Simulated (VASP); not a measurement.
# Tl (Im-3m) in VASP: a series of runs

The runs below take Tl through single point, with PBEsol.

All numbers are computed with VASP 6.6.1; they aren't measurements. Logs are shortened: lines on timing, memory, paths and dates and some standing lists are left out, and cuts for length are marked.

## Step 1: The cell of the first run

Symmetry: Im-3m, No. 229, cubic system. The conventional cell has a = 3.450 Å, b = 3.450 Å, c = 3.450 Å, α = 90.00°, β = 90.00°, γ = 90.00°. Tl (site symmetry m-3m) has 14 Tl at 2.99 to 3.45 Å within 3.9 Å.

This isn't the form of Tl at room conditions, which is hcp.

## Step 2: Single point, PBEsol

Contents of INCAR:

```
  PREC = Accurate
  ENCUT = 500
  EDIFF = 1E-6
  ISMEAR = -1
  SIGMA = 0.05
  LREAL = F
  LASPH = T
  NELM = 120
  ALGO = Normal
  ISIF = 2
  LWAVE = F
  LCHARG = T
  GGA = PS
  LELF = T
  LVHAR = T
  NBANDS = 12
  GGA_COMPAT = F
```

Contents of KPOINTS:

```
regular mesh
0
Gamma
  9 9 9
```

Contents of POSCAR:

```
Tl
1.0
   -1.7249256463      1.7249256463      1.7249256463
    1.7249256463     -1.7249256463      1.7249256463
    1.7249256463      1.7249256463     -1.7249256463
Tl
1
Direct
    0.0000000000      0.0000000000      0.0000000000
```

Potentials or basis: VASP PAW PBE potentials, release 64 (Tl_d).

Command:

```sh
$ cat potpaw_PBE.64/Tl_d/POTCAR > POTCAR
$ mpirun -np 1 vasp_std > vasp.out
```

OUTCAR:

```text
PREC = Accurate
   ENCUT = 500
   EDIFF = 1E-6
   ISMEAR = -1
   LREAL = F
   LASPH = T
   NELM = 120
   ISIF = 2
   GGA = PS

 ion  position               nearest neighbor table
   1  0.000  0.000  0.000-

  LATTYP: Found a body centered cubic cell.
 ALAT       =     3.4498512926

  Lattice vectors:

 A1 = (  -1.7249256463,   1.7249256463,   1.7249256463)
 A2 = (   1.7249256463,  -1.7249256463,   1.7249256463)
 A3 = (   1.7249256463,   1.7249256463,  -1.7249256463)

Analysis of symmetry for initial positions (statically):
=====================================================================
 Subroutine PRICEL returns:
 Original cell was already a primitive cell.

 Routine SETGRP: Setting up the symmetry group for a
 body centered cubic supercell.

 Subroutine GETGRP returns: Found 48 space group operations
 (whereof 48 operations were pure point group operations)
 out of a pool of 48 trial point group operations.

The static configuration has the point symmetry O_h .

Analysis of symmetry for dynamics (positions and initial velocities):
=====================================================================
 Subroutine PRICEL returns:
 Original cell was already a primitive cell.

 Routine SETGRP: Setting up the symmetry group for a
 body centered cubic supercell.

 Subroutine GETGRP returns: Found 48 space group operations
 (whereof 48 operations were pure point group operations)
 out of a pool of 48 trial point group operations.

The dynamic configuration has the point symmetry O_h .

 Subroutine INISYM returns: Found 48 space group operations
 (whereof 48 operations are pure point group operations),
 and found     1 'primitive' translations

----------------------------------------------------------------------------------------

                                     Primitive cell

  volume of cell :      20.5292

  direct lattice vectors                    reciprocal lattice vectors
    -1.724925646  1.724925646  1.724925646     0.000000000  0.289867567  0.289867567
     1.724925646 -1.724925646  1.724925646     0.289867567  0.000000000  0.289867567
     1.724925646  1.724925646 -1.724925646     0.289867567  0.289867567  0.000000000

  length of vectors
     2.987658859  2.987658859  2.987658859     0.409934644  0.409934644  0.409934644

  position of ions in fractional coordinates (direct lattice)
     0.000000000  0.000000000  0.000000000

  ion indices of the primitive-cell ions
   primitive index   ion index
                 1           1
[... 79 lines left out ...]
   ISYM   =      2    0-nonsym 1-usesym 2-fastsym
   POTIM  = 0.5000    time-step for ionic-motion
   TEBEG  =    0.0;   TEEND  =   0.0 temperature during run
   PSTRESS=    0.0 pullay stress
   NELECT =      13.0000    total number of electrons
   NUPDOWN=      -1.0000    fix difference up-down
   EMIN   =  10.00;   EMAX   =-10.00  energy-range for DOS
   EFERMI =   0.00;   METHOD = LEGACY
   ISMEAR =    -1;   SIGMA  =   0.05  broadening in eV -4-tet -1-fermi 0-gaus
   EFERMI_NEDOS =   21; number of points for ismear=-14 and -15
   IALGO  =     38    algorithm
   IMIX   =      4    mixing-type and parameters
     AMIX     =   0.40;   BMIX     =  1.00
     AMIX_MAG =   1.60;   BMIX_MAG =  1.00
  volume/ion in A,a.u.               =      20.53       138.54
  Fermi-wavevector in a.u.,A,eV,Ry     =   1.405828  2.656630 26.889913  1.976353
  Thomas-Fermi vector in A             =   2.528250
   LORBIT       =      0    0 simple, 1 ext, 2 COOP (PROOUT), +10 PAW based schemes
   GGA     = PS    functional components
   LHFCALC =     F    Hartree Fock is set to
   AEXX    =    0.0000 exact exchange contribution
   IVDW    =     0    specifies the selected vdW correction
   LEPSILON=     F    determine dielectric tensor
   LRPA    =     F    only Hartree local field effects (RPA)
 non-spin polarized calculation
  energy-cutoff  :      500.00
  volume of cell :       20.53
 maximum number of plane-waves:       531
 NGX is ok and might be reduce to    24
   NGX = 11   NGY = 11   NGZ = 11

 number of electron      12.9999998 magnetization

 Free energy of the ion-electron system (eV)
  ---------------------------------------------------
  ext. energy  EPLUGINS =         0.00000000
  ---------------------------------------------------
  free energy    TOTEN  =        -2.10939623 eV

  energy without entropy =       -2.10507124  energy(sigma->0) =       -2.10723374

 E-fermi :  10.7726     XC(G=0): -12.1312

 val. band max:       10.4228488058   @ k =   0.2222   0.2222   0.1111
 cond. band min:      10.8051219762   @ k =  -0.3333   0.4444   0.1111
 fundamental gap:      0.3822731704
 Fermi energy:        10.7725655589

 k-point     1 :       0.0000    0.0000    0.0000
  band No.  band energies     occupation
      1      -2.2455      2.00000
      2      -1.8342      2.00000
      3      -1.8342      2.00000
      4      -1.8342      2.00000
      5      -0.9167      2.00000
      6      -0.9167      2.00000
      7      23.4245      0.00000
      8      23.4245      0.00000
      9      23.4245      0.00000
     10      25.5814      0.00000
     11      25.5814      0.00000
     12      25.5814      0.00000
[... 331 lines left out ...]
 k-point    24 :      -0.4444   -0.4444    0.1111
  band No.  band energies     occupation
      1      -2.1485      2.00000
      2      -1.8899      2.00000
      3      -1.3885      2.00000
      4      -1.0586      2.00000
      5      -0.4140      2.00000
      6       6.4695      2.00000
      7       7.7368      2.00000
      8      14.0443      0.00000
      9      19.3846      0.00000
     10      24.3989      0.00000
     11      25.2591      0.00000
     12      26.5980      0.00000

 [... further k-points ...]

------------------------ aborting loop because EDIFF is reached ----------------------------------------

  FORCE on cell =-STRESS in cart. coord.  units (eV):
  Direction    XX          YY          ZZ          XY          YZ          ZX
  --------------------------------------------------------------------------------------
  -------------------------------------------------------------------------------------
  Total        3.8431851      3.8431851      3.8431851      0.0000000      0.0000000      0.0000000
  in kB      299.9374921    299.9374921    299.9374921      0.0000000      0.0000000      0.0000000
  external PRESSURE =     299.9374921 kB  Pullay stress =       0.0000000 kB

 VOLUME and BASIS-vectors are now :
 -----------------------------------------------------------------------------
  energy-cutoff  :      500.00
  volume of cell :       20.53
      direct lattice vectors                 reciprocal lattice vectors
    -1.724925646  1.724925646  1.724925646     0.000000000  0.289867567  0.289867567
     1.724925646 -1.724925646  1.724925646     0.289867567  0.000000000  0.289867567
     1.724925646  1.724925646 -1.724925646     0.289867567  0.289867567  0.000000000

 POSITION                                       TOTAL-FORCE (eV/Angst)
 -----------------------------------------------------------------------------------
      0.00000      0.00000      0.00000         0.000000     -0.000000      0.000000
 -----------------------------------------------------------------------------------
    total drift:                               -0.000000      0.000000      0.000000

  FREE ENERGIE OF THE ION-ELECTRON SYSTEM (eV)
  ---------------------------------------------------
  free  energy   TOTEN  =        -2.1093962301 eV

  energy  without entropy=       -2.1050712428  energy(sigma->0) =       -2.10723374
```

OSZICAR:

```text
N       E                     dE             d eps       ncg     rms          rms(c)
DAV:   1     0.496811403639E+02    0.49681E+02   -0.67502E+03   960   0.943E+02
DAV:   2    -0.154498527701E+01   -0.51226E+02   -0.50240E+02   972   0.221E+02
DAV:   3    -0.218642156752E+01   -0.64144E+00   -0.64121E+00  1000   0.218E+01
DAV:   4    -0.218870810766E+01   -0.22865E-02   -0.22865E-02   928   0.149E+00
DAV:   5    -0.218872778047E+01   -0.19673E-04   -0.19674E-04   992   0.131E-01    0.666E+00
DAV:   6    -0.212512387137E+01    0.63604E-01   -0.86577E-02   860   0.323E+00    0.427E+00
DAV:   7    -0.211056138624E+01    0.14562E-01   -0.38406E-02   916   0.213E+00    0.109E+00
DAV:   8    -0.210939370610E+01    0.11677E-02   -0.32214E-03   904   0.600E-01    0.678E-02
DAV:   9    -0.210939637248E+01   -0.26664E-05   -0.20899E-05   964   0.485E-02    0.176E-02
DAV:  10    -0.210939623010E+01    0.14239E-06   -0.65262E-07   632   0.930E-03
   1 F= -.21093962E+01 E0= -.21072337E+01  d E =-.432499E-02
```

stdout:

```text
POSCAR found type information on POSCAR Tl
 POSCAR found :  1 types and       1 ions
 scaLAPACK will be used
 -----------------------------------------------------------------------------
|                                                                             |
|                                                                             |
|     You enforced a specific xc type in the INCAR file but a different       |
|     I HOPE YOU KNOW WHAT YOU ARE DOING!                                     |
|                                                                             |
 -----------------------------------------------------------------------------

 LDA part: xc-table for (Slater+PW92), standard interpolation
 POSCAR, INCAR and KPOINTS ok, starting setup
 FFT: planning ... GRIDC
 FFT: planning ... GRID_SOFT
 FFT: planning ... GRID
 WAVECAR not read
 entering main loop
```

Wall time 6.8 s (1 thread of Intel Xeon Platinum 8488C (Sapphire Rapids), shared host); peak memory 0.14 GiB.

What came out:

```
Free energy            : -2.1094 eV
Pressure               : 30.0 GPa
Band gap on the k mesh : zero (an odd number of electrons rules out a gap without spin polarisation)
```

Caveat: the cell stands under pressure; the PAW data sets were made with another functional, which shifts forces and pressure a little; spin-orbit coupling is left out, which moves the levels of the heavy elements.

## Step 3: Single point, PBEsol

This run uses another cell than the first one, of 21.93 Å³/atom.

Contents of INCAR:

```
PREC = Accurate
ENCUT = 500
EDIFF = 1E-6
ISMEAR = -1
SIGMA = 0.05
LREAL = F
LASPH = T
NELM = 120
ALGO = Normal
ISIF = 2
LWAVE = F
LCHARG = F
GGA = PS
NBANDS = 12
GGA_COMPAT = F
```

Contents of KPOINTS:

```
Automatic mesh
0
Gamma
  9 9 9
```

Contents of POSCAR:

```
Tl
1.0
   -1.7632874079      1.7632874079      1.7632874079
    1.7632874079     -1.7632874079      1.7632874079
    1.7632874079      1.7632874079     -1.7632874079
Tl
1
Direct
    0.0000000000      0.0000000000      0.0000000000
```

Potentials or basis: VASP PAW PBE potentials, release 64 (Tl_d).

Command:

```sh
$ cat potpaw_PBE.64/Tl_d/POTCAR > POTCAR
$ mpirun -np 1 vasp_std > vasp.out
```

Run time: 4.4 s. Hardware: 1 thread of Intel Xeon Platinum 8488C (Sapphire Rapids), shared host; peak memory 0.14 GiB.

The run converged. Its results:

* Free energy: -2.3259 eV
* Pressure: 20.0 GPa
* Band gap on the k mesh: zero (an odd number of electrons rules out a gap without spin polarisation)

Levels at points of the mesh, in eV from the Fermi level:
| k point | band 2 | band 3 | band 4 | band 5 | band 6 | band 7 | band 8 | band 9 | band 10 | band 11 |
| --- | --- | --- | --- | --- | --- | --- | --- | --- | --- | --- |
| (0.00, 0.00, 0.00) | -12.30 | -12.30 | -12.30 | -11.51 | -11.51 | 12.69 | 12.69 | 12.69 | 13.97 | 13.97 |

Caveat: the cell stands under pressure; the PAW data sets were made with another functional, which shifts forces and pressure a little; spin-orbit coupling is left out, which moves the levels of the heavy elements.

## Step 4: Single point, PBEsol

This run uses another cell than the first one, of 24.07 Å³/atom.

Contents of INCAR:

```
SYSTEM = Tl
ALGO = Normal ; EDIFF = 1E-6
ENCUT = 500 ; GGA = PS
GGA_COMPAT = .FALSE. ; ISIF = 2
ISMEAR = -1 ; LASPH = .TRUE.
LCHARG = .FALSE. ; LREAL = .FALSE.
LWAVE = .FALSE. ; NBANDS = 12
NELM = 120 ; PREC = Accurate
SIGMA = 0.05
```

Contents of KPOINTS:

```
k-points
0
G
  9 9 9
  0 0 0
```

Contents of POSCAR:

```
Tl
1.0
   -1.8187821676      1.8187821676      1.8187821676
    1.8187821676     -1.8187821676      1.8187821676
    1.8187821676      1.8187821676     -1.8187821676
Tl
1
Direct
    0.0000000000      0.0000000000      0.0000000000
```

Potentials or basis: VASP PAW PBE potentials, release 64 (Tl_d).

Command:

```sh
$ cat potpaw_PBE.64/Tl_d/POTCAR > POTCAR
$ mpirun -np 1 vasp_std > vasp.out
```

OUTCAR:

```text
SYSTEM = Tl
   EDIFF = 1E-6
   ENCUT = 500
   GGA = PS
   ISIF = 2
   ISMEAR = -1
   LASPH = .TRUE.
   LREAL = .FALSE.
   NELM = 120
   PREC = Accurate

 ion  position               nearest neighbor table
   1  0.000  0.000  0.000-

  LATTYP: Found a body centered cubic cell.
 ALAT       =     3.6375643352

  Lattice vectors:

 A1 = (  -1.8187821676,   1.8187821676,   1.8187821676)
 A2 = (   1.8187821676,  -1.8187821676,   1.8187821676)
 A3 = (   1.8187821676,   1.8187821676,  -1.8187821676)

Analysis of symmetry for initial positions (statically):
=====================================================================
 Subroutine PRICEL returns:
 Original cell was already a primitive cell.

 Routine SETGRP: Setting up the symmetry group for a
 body centered cubic supercell.

 Subroutine GETGRP returns: Found 48 space group operations
 (whereof 48 operations were pure point group operations)
 out of a pool of 48 trial point group operations.

The static configuration has the point symmetry O_h .

Analysis of symmetry for dynamics (positions and initial velocities):
[... 158 lines left out ...]
 val. band max:        8.1155537543   @ k =   0.2222   0.2222   0.1111
 cond. band min:       8.4189866612   @ k =  -0.3333   0.4444   0.1111
 fundamental gap:      0.3034329069
 Fermi energy:         8.3871225417

 k-point     1 :       0.0000    0.0000    0.0000
  band No.  band energies     occupation
      1      -3.5670      2.00000
      2      -3.5670      2.00000
      3      -3.5670      2.00000
      4      -2.9958      2.00000
      5      -2.9181      2.00000
      6      -2.9181      2.00000
      7      21.0455      0.00000
      8      21.0455      0.00000
      9      21.0455      0.00000
     10      21.2367      0.00000
     11      21.2367      0.00000
     12      21.2367      0.00000
[... 331 lines left out ...]
 k-point    24 :      -0.4444   -0.4444    0.1111
  band No.  band energies     occupation
      1      -3.7269      2.00000
      2      -3.5737      2.00000
      3      -3.2188      2.00000
      4      -3.0062      2.00000
      5      -2.5677      2.00000
      6       4.0447      2.00000
      7       6.0537      2.00000
      8      11.4571      0.00000
      9      16.3552      0.00000
     10      20.8702      0.00000
     11      22.2284      0.00000
     12      22.6353      0.00000

 [... further k-points ...]
[... 5 lines left out ...]
  --------------------------------------------------------------------------------------
  -------------------------------------------------------------------------------------
  Total        1.4925938      1.4925938      1.4925938      0.0000000     -0.0000000      0.0000000
  in kB       99.3688275     99.3688275     99.3688275      0.0000000     -0.0000000      0.0000000
  external PRESSURE =      99.3688275 kB  Pullay stress =       0.0000000 kB

 VOLUME and BASIS-vectors are now :
 -----------------------------------------------------------------------------
  energy-cutoff  :      500.00
  volume of cell :       24.07
      direct lattice vectors                 reciprocal lattice vectors
    -1.818782168  1.818782168  1.818782168     0.000000000  0.274909227  0.274909227
     1.818782168 -1.818782168  1.818782168     0.274909227  0.000000000  0.274909227
     1.818782168  1.818782168 -1.818782168     0.274909227  0.274909227  0.000000000

 POSITION                                       TOTAL-FORCE (eV/Angst)
 -----------------------------------------------------------------------------------
      0.00000      0.00000      0.00000         0.000000      0.000000     -0.000000
 -----------------------------------------------------------------------------------
    total drift:                                0.000000      0.000000      0.000000

  FREE ENERGIE OF THE ION-ELECTRON SYSTEM (eV)
  ---------------------------------------------------
  free  energy   TOTEN  =        -2.5206312653 eV

  energy  without entropy=       -2.5162801649  energy(sigma->0) =       -2.51845572
```

stdout:

```text
POSCAR found type information on POSCAR Tl
 POSCAR found :  1 types and       1 ions
 scaLAPACK will be used
 -----------------------------------------------------------------------------
|                                                                             |
|                                                                             |
|     You enforced a specific xc type in the INCAR file but a different       |
|     I HOPE YOU KNOW WHAT YOU ARE DOING!                                     |
|                                                                             |
 -----------------------------------------------------------------------------

 LDA part: xc-table for (Slater+PW92), standard interpolation
 POSCAR, INCAR and KPOINTS ok, starting setup
 FFT: planning ... GRIDC
 FFT: planning ... GRID_SOFT
 FFT: planning ... GRID
 WAVECAR not read
 entering main loop
```

Wall time 5.1 s (1 thread of Intel Xeon Platinum 8488C (Sapphire Rapids), shared host); peak memory 0.14 GiB.

What came out:

```yaml
Free_energy: -2.5206 eV
Pressure: 9.9 GPa
Band_gap_on_the_k_mesh: zero (an odd number of electrons rules out a gap without spin polarisation)
```

Levels at points of the mesh, in eV from the Fermi level:
| k point | band 4 | band 5 | band 6 | band 7 | band 8 | band 9 |
| --- | --- | --- | --- | --- | --- | --- |
| (0.00, 0.00, 0.00) | -11.38 | -11.31 | -11.31 | 12.66 | 12.66 | 12.66 |

Caveat: the cell stands under pressure; the PAW data sets were made with another functional, which shifts forces and pressure a little; spin-orbit coupling is left out, which moves the levels of the heavy elements.

(Continued in part 2 of 2.)

The gap in the log of VASP goes by the Fermi energy; the results here count the filled bands.